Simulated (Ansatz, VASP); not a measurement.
VN2 in VASP and in Ansatz

The input INCAR:

```
  ALGO = Normal
  EDIFF = 1E-6
  ENCUT = 520
  GGA = PS
  ISIF = 2
  ISMEAR = 1
  LASPH = True
  LCHARG = False
  LREAL = False
  LWAVE = False
  NBANDS = 32
  NELM = 80
  PREC = Accurate
  SIGMA = 0.2
```

The input KPOINTS:

```
k-points
0
Gamma
  12 12 12
```

File POSCAR:

```
VN2
1.0
   -2.1507500000      2.1507500000      2.4913500000
    2.1507500000     -2.1507500000      2.4913500000
    2.1507500000      2.1507500000     -2.4913500000
V N
2 4
Direct
    0.2500000000      0.2500000000      0.0000000000
    0.7500000000      0.7500000000      0.0000000000
    0.1151000000      0.6151000000      0.7302000000
    0.6151000000      0.8849000000      0.5000000000
    0.8849000000      0.3849000000      0.2698000000
    0.3849000000      0.1151000000      0.5000000000
```

Input for Ansatz:

```yaml
crystal:
  lattice:
    - [-2.15075, 2.15075, 2.49135]
    - [2.15075, -2.15075, 2.49135]
    - [2.15075, 2.15075, -2.49135]
  atoms:
    - { symbol: V, position: [0.25, 0.25, 0.0] }
    - { symbol: V, position: [0.75, 0.75, 0.0] }
    - { symbol: "N", position: [0.1151, 0.6151, 0.7302] }
    - { symbol: "N", position: [0.6151, 0.8849, 0.5] }
    - { symbol: "N", position: [0.8849, 0.3849, 0.2698] }
    - { symbol: "N", position: [0.3849, 0.1151, 0.5] }
basis:
  ecutwfc: 420
kpoints:
  mp_grid: { grid: [12, 12, 12] }
hamiltonian:
  xc: pbesol
scf:
  occupations: { method: methfessel_paxton, width: 0.2 }
output:
  forces: true
  stress: true
  eigenvalues: true
```

Alike in both runs: task single point; functional PBEsol; k mesh 12 × 12 × 12; occupations methfessel-paxton of order 1, width 0.2 eV; no spin polarisation.

|  | VASP | Ansatz |
| --- | --- | --- |
| version | VASP 6.6.1 | Ansatz 0.2.0 |
| potentials or method | VASP PAW PBE potentials, release 64 (V_sv, N), cutoff 520 eV | scalar-relativistic, plane waves, PAW |
| valence electrons in the cell | 46 | 46 |

```tsv
	VASP	Ansatz	Ansatz less VASP
gap on the k mesh at the Fermi level (eV)	none	none	-
pressure (GPa)	-10.9	-11.6	-0.71
traceless stress, the component that is largest in VASP (GPa)	-0.65	-0.37	+0.274
rms of the force components (eV/Å)	0.178	0.216	+0.0377
```

VASP's potentials were made for PBE, not for PBEsol. Atom by atom the forces differ by 0.038 eV/Å (rms over components). A gap of «none» marks a metal or a gap that the smearing closes.
